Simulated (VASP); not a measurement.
# CO2: single point with PBEsol

CO2:

```
CELL_PARAMETERS angstrom
8.70659 0.00000 0.00000
0.00000 8.70659 0.00000
0.00000 0.00000 8.70659
ATOMIC_POSITIONS crystal
C 0.05489 0.14314 0.48204
C 0.99917 0.30531 0.11894
C 0.62206 0.03334 0.13471
C 0.94155 0.74692 0.72948
C 0.33248 0.08321 0.86550
C 0.74357 0.31934 0.75817
C 0.54804 0.70065 0.48811
C 0.93192 0.83729 0.16677
C 0.44933 0.61703 0.02543
C 0.19774 0.59391 0.40502
O 0.95706 0.17294 0.57278
O 0.16021 0.11584 0.40270
O 0.92444 0.19939 0.16274
O 0.06656 0.40845 0.06456
O 0.62587 0.08193 0.26075
O 0.61123 0.99071 0.00937
O 0.93635 0.64248 0.81485
O 0.95532 0.84638 0.64177
O 0.28497 0.09236 0.99265
O 0.37434 0.08126 0.73959
O 0.78421 0.27766 0.88129
O 0.69843 0.35809 0.63872
O 0.61881 0.77928 0.40605
O 0.49034 0.61564 0.57336
O 0.95298 0.78328 0.28616
O 0.92184 0.90035 0.05139
O 0.57358 0.62269 0.08001
O 0.32195 0.62193 0.97586
O 0.27867 0.66610 0.32371
O 0.12608 0.51651 0.48794
```

```yaml
Program: VASP 6.6.1
Task: single point
Functional: PBEsol
Potentials_or_basis: VASP PAW PBE potentials, release 64 (C_h, O_h)
Cutoff: 1000 eV
k_mesh: 1 × 1 × 1
Occupations: fermi-dirac, width 0.05 eV
Spin: no spin polarisation
Dipole_correction: no
Further_INCAR_settings: LREAL = Auto; ALGO = Normal; EDIFF = 1e-06; NBANDS = 101
```

The pressure is -0.2 GPa. The largest force is 2.560 eV/Å.

Forces on the atoms (eV/Å):
```
C   -0.633  0.443  1.642
C   -1.204 -1.282 -0.267
C   -0.321  1.151  2.035
C    0.413 -1.266  0.750
C   -1.070  0.484  2.275
C    0.324 -0.631  1.537
C    0.967  0.002 -0.235
C    0.722  0.064  0.689
C   -0.906  0.738  0.057
C    0.966  0.176 -0.446
O    1.364 -0.488 -1.662
O   -0.587  0.037  0.043
O    1.376  1.770 -0.197
O   -0.102 -0.400  0.623
O    0.135 -0.447 -0.834
O   -0.037 -0.605 -1.238
O   -0.283  0.531 -0.354
O   -0.130  0.600 -0.367
O    0.506 -0.245 -1.184
O    0.473 -0.219 -1.094
O   -0.381  0.525 -1.380
O   -0.055  0.212 -0.251
O   -0.241  0.256 -0.167
O   -0.691 -0.251  0.533
O   -0.096 -0.904  1.257
O   -0.426  0.636 -1.991
O   -1.164 -0.387 -0.697
O    2.109 -0.318  0.556
O   -0.864 -0.414  0.537
O   -0.166  0.231 -0.167
```

Stress tensor (GPa, compression positive):
```
-1.11 -0.30  0.32
-0.30  0.03 -0.31
 0.32 -0.31  0.34
```

Levels at points of the mesh, in eV from the Fermi level:
```csv
k point,band 77,band 78,band 79,band 80,band 81,band 82,band 83,band 84
"(0.00, 0.00, 0.00)",-1.35,-1.34,-1.30,-1.26,5.04,6.28,6.30,6.45
```

Wall time 9.9 min on 1 thread of Intel(R) Xeon(R) Platinum 8259CL CPU @ 2.50GHz (Skylake/Cascade Lake), with other jobs on the host, peak memory 1.2 GiB.

Caveat: the k points lie up to 0.72 Å⁻¹ apart; the atoms stand as in a frame of molecular dynamics; the PAW data sets were made with another functional, which shifts forces and pressure a little.
